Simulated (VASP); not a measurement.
# AlB2N3 (P-3m1) in VASP: a series of runs, part 2 of 2

VASP 6.6.1.

### 3 Single point, PBE

The COD entry that gives the cell may itself be a prediction, so a difference from it is no test against experiment.

This run uses another cell than the first one, of 6.40 Å³/atom, 0.620 times its volume.

INCAR

```
SYSTEM = AlB2N3
PREC = Accurate ; ENCUT = 520
EDIFF = 1E-6 ; ISMEAR = 0
SIGMA = 0.02 ; LREAL = .FALSE.
LASPH = .TRUE. ; NELM = 60
ALGO = Normal ; ISIF = 2
LWAVE = .FALSE. ; LCHARG = .FALSE.
GGA = PE ; NBANDS = 21
```

KPOINTS

```
Automatic mesh
0
G
  12 12 4
  0 0 0
```

POSCAR

```
AlB2N3
1.0
    2.6233359288      0.0000000000      0.0000000000
   -1.3116679644      2.2718755570      0.0000000000
    0.0000000000      0.0000000000      6.4419709387
Al B N
1 2 3
Direct
    0.0000000000      0.0000000000      0.0000000000
    0.3333333333      0.6666666667      0.6598549918
    0.6666666667      0.3333333333      0.3401450082
    0.6666666667      0.3333333333      0.8087995042
    0.3333333333      0.6666666667      0.1912004958
    0.0000000000      0.0000000000      0.5000000000
```

Potentials or basis: VASP PAW PBE potentials, release 64 (Al, B, N).

Launch:

```bash
cat potpaw_PBE.64/Al/POTCAR potpaw_PBE.64/B/POTCAR potpaw_PBE.64/N/POTCAR > POTCAR
mpirun -np 1 vasp_std > vasp.out
```

OUTCAR:

```text
SYSTEM = AlB2N3
   PREC = Accurate
   ENCUT = 520
   EDIFF = 1E-6
   ISMEAR = 0
   LREAL = .FALSE.
   LASPH = .TRUE.
   NELM = 60
   ISIF = 2
   GGA = PE

 ion  position               nearest neighbor table
   1  0.000  0.000  0.000-   4 1.95   5 1.95   5 1.95   4 1.95   4 1.95   5 1.95   2 2.66   3 2.66
                             2 2.66   3 2.66   2 2.66   3 2.66
   2  0.333  0.667  0.660-   4 1.79   4 1.79   4 1.79   6 1.83   6 1.83   6 1.83   1 2.66   1 2.66
                             1 2.66
   3  0.667  0.333  0.340-   5 1.79   5 1.79   5 1.79   6 1.83   6 1.83   6 1.83   1 2.66   1 2.66
[... 787 lines left out ...]
  -------------------------------------------------------------------------------------
  Total       -0.0470945     -0.0470945     -0.0391981      0.0000000      0.0000000      0.0000000
  in kB       -1.9652764     -1.9652764     -1.6357553      0.0000000      0.0000000      0.0000000
  external PRESSURE =      -1.8554361 kB  Pullay stress =       0.0000000 kB

 VOLUME and BASIS-vectors are now :
 -----------------------------------------------------------------------------
  energy-cutoff  :      520.00
  volume of cell :       38.39
      direct lattice vectors                 reciprocal lattice vectors
     2.623335929  0.000000000  0.000000000     0.381194032  0.220082477  0.000000000
    -1.311667964  2.271875557  0.000000000     0.000000000  0.440164954  0.000000000
     0.000000000  0.000000000  6.441970939     0.000000000  0.000000000  0.155231995

 POSITION                                       TOTAL-FORCE (eV/Angst)
 -----------------------------------------------------------------------------------
      0.00000      0.00000      0.00000        -0.000000      0.000000      0.000000
     -0.00000      1.51458      4.25077        -0.000000     -0.000000      0.005124
      1.31167      0.75729      2.19120        -0.000000      0.000000     -0.005124
      1.31167      0.75729      5.21026        -0.000000      0.000000     -0.001507
     -0.00000      1.51458      1.23171         0.000000      0.000000      0.001507
      0.00000      0.00000      3.22099        -0.000000      0.000000      0.000000
 -----------------------------------------------------------------------------------
    total drift:                               -0.000000     -0.000000      0.000000

  FREE ENERGIE OF THE ION-ELECTRON SYSTEM (eV)
  ---------------------------------------------------
  free  energy   TOTEN  =       -41.3777288574 eV

  energy  without entropy=      -41.3777288574  energy(sigma->0) =      -41.37772886
```

OSZICAR:

```text
N       E                     dE             d eps       ncg     rms          rms(c)
DAV:   1     0.727755452765E+02    0.72776E+02   -0.12227E+04  2922   0.107E+03
DAV:   2    -0.399285567727E+02   -0.11270E+03   -0.10709E+03  3617   0.240E+02
DAV:   3    -0.447308370772E+02   -0.48023E+01   -0.47736E+01  3923   0.478E+01
DAV:   4    -0.447580121037E+02   -0.27175E-01   -0.27161E-01  3664   0.369E+00
DAV:   5    -0.447582156700E+02   -0.20357E-03   -0.20355E-03  3800   0.318E-01    0.117E+01
DAV:   6    -0.413462492345E+02    0.34120E+01   -0.96946E+00  3887   0.199E+01    0.393E+00
DAV:   7    -0.413787808694E+02   -0.32532E-01   -0.68159E-01  3641   0.574E+00    0.296E+00
DAV:   8    -0.413785960866E+02    0.18478E-03   -0.36157E-02  3676   0.150E+00    0.592E-01
DAV:   9    -0.413776605090E+02    0.93558E-03   -0.80969E-03  4016   0.813E-01    0.206E-01
DAV:  10    -0.413776749908E+02   -0.14482E-04   -0.18882E-03  3448   0.290E-01    0.107E-01
DAV:  11    -0.413777174311E+02   -0.42440E-04   -0.81567E-05  3537   0.780E-02    0.299E-02
DAV:  12    -0.413777284963E+02   -0.11065E-04   -0.26055E-05  3772   0.454E-02    0.710E-03
DAV:  13    -0.413777288574E+02   -0.36102E-06   -0.29716E-06  2987   0.128E-02
   1 F= -.41377729E+02 E0= -.41377729E+02  d E =-.124046E-15
```

It took 34 s on 1 thread of Intel Xeon 6975P-C, shared host; peak memory 0.18 GiB.

Results:

| Item | Value |
| --- | --- |
| Free energy | -41.3777 eV |
| Pressure | -0.2 GPa |
| Largest force | 0.005 eV/Å |
| Band gap on the k mesh | 1.70 eV, indirect (least direct gap 2.80 eV) |

Forces in eV/Å, atoms in the order of the input:
```
Al   0.000  0.000  0.000
B    0.000  0.000  0.005
B    0.000  0.000 -0.005
N    0.000  0.000 -0.002
N    0.000  0.000  0.002
N    0.000  0.000  0.000
```

A k mesh can miss the band edges. PBE gaps usually lie below the measured ones, often by a third to a half.

### 4 Relaxation of cell and atoms, PBE

This run uses another cell than the first one, of 6.40 Å³/atom, 0.620 times its volume.

INCAR

```
ALGO = Normal ; EDIFF = 1E-6
EDIFFG = -0.04 ; ENCUT = 600
GGA = PE ; IBRION = 2
ISIF = 3 ; ISMEAR = 0
LASPH = T ; LCHARG = F
LREAL = F ; LWAVE = F
NELM = 80 ; NSW = 90
PREC = Accurate ; SIGMA = 0.1
```

KPOINTS

```
k-points
0
Gamma
  6 6 4
```

POSCAR

```
AlB2N3
1.0
    2.6234101758      0.0000000000      0.0000000000
   -1.3117050879      2.2719398568      0.0000000000
    0.0000000000      0.0000000000      6.4404144009
Al B N
1 2 3
Direct
    0.0000000000      0.0000000000      0.0000000000
    0.3333333333      0.6666666667      0.6597883566
    0.6666666667      0.3333333333      0.3402116434
    0.6666666667      0.3333333333      0.8087914423
    0.3333333333      0.6666666667      0.1912085577
    0.0000000000      0.0000000000      0.5000000000
```

Launch:

```bash
cat potpaw_PBE.64/Al/POTCAR potpaw_PBE.64/B/POTCAR potpaw_PBE.64/N/POTCAR > POTCAR
mpirun -np 1 vasp_std > vasp.out
```

Wall time 17 s (1 thread of Intel Xeon 6975P-C, shared host); peak memory 0.17 GiB.

It converged, with:

```
Free energy                  : -41.3599 eV
Pressure after relaxing      : -0.4 GPa
Largest force after relaxing : 0.003 eV/Å
Band gap on the k mesh       : 1.69 eV, indirect (least direct gap 2.80 eV)
```

Forces in eV/Å, atoms in the order of the input:
```
Al   0.000  0.000  0.000
B    0.000  0.000  0.003
B    0.000  0.000 -0.003
N    0.000  0.000  0.002
N    0.000  0.000 -0.002
N    0.000  0.000  0.000
```

Final structure:
```xyz
6
Lattice="2.6234 0.0000 0.0000 -1.3117 2.2719 0.0000 0.0000 0.0000 6.4404" Properties=species:S:1:pos:R:3 pbc="T T T"
Al    0.0000    0.0000    0.0000
B     0.0000    1.5146    4.2493
B     1.3117    0.7573    2.1911
N     1.3117    0.7573    5.2090
N     0.0000    1.5146    1.2315
N     0.0000    0.0000    3.2202
```

Levels at points of the mesh, in eV from the valence-band top:
| k point | band 10 | band 11 | band 12 | band 13 | band 14 | band 15 |
| --- | --- | --- | --- | --- | --- | --- |
| (0.00, 0.00, 0.00) | -0.37 | -0.37 | -0.33 | 6.01 | 6.01 | 6.22 |
| (0.50, 0.00, 0.00) | -3.10 | -2.43 | -1.11 | 1.69 | 5.50 | 5.73 |
| (0.00, 0.00, 0.50) | -0.89 | -0.38 | -0.38 | 5.95 | 5.99 | 5.99 |
| (0.50, 0.00, 0.50) | -3.57 | -0.68 | -0.68 | 2.61 | 4.09 | 6.09 |

Caveat: the k points lie up to 0.46 Å⁻¹ apart in the final cell; the relaxation stopped at its first step, so nothing moved.

### 5 Overview

```csv
task,cell,k mesh,cutoff (eV),smearing,gap on the mesh (eV),pressure (GPa),largest force (eV/Å)
relaxation of cell and atoms,"relaxed from a = 3.079, b = 3.079, c = 7.542 Å, angles 90.0, 90.0, 120.0°, 6 atoms",6 × 6 × 2,600,gaussian 0.1 eV,1.70,0.2,0.01
single point,"a = 2.623, b = 2.623, c = 6.442 Å, angles 90.0, 90.0, 120.0°, 6 atoms",12 × 12 × 4,520,gaussian 0.02 eV,1.70,-0.2,0.01
relaxation of cell and atoms,"relaxed from a = 2.623, b = 2.623, c = 6.440 Å, angles 90.0, 90.0, 120.0°, 6 atoms",6 × 6 × 4,600,gaussian 0.1 eV,1.69,-0.4,-
```

Alike in all rows: level PBE; potentials or basis VASP PAW PBE potentials, release 64 (Al, B, N); no spin polarisation.

Caveats: some runs use coarse meshes; the volume moved by over 15 % at a fixed basis, so the end points are rough (some runs); the relaxation stopped at its first step, so nothing moved (some runs).

Total energies depend on the potentials used, so only differences within one code and one set of settings carry meaning.
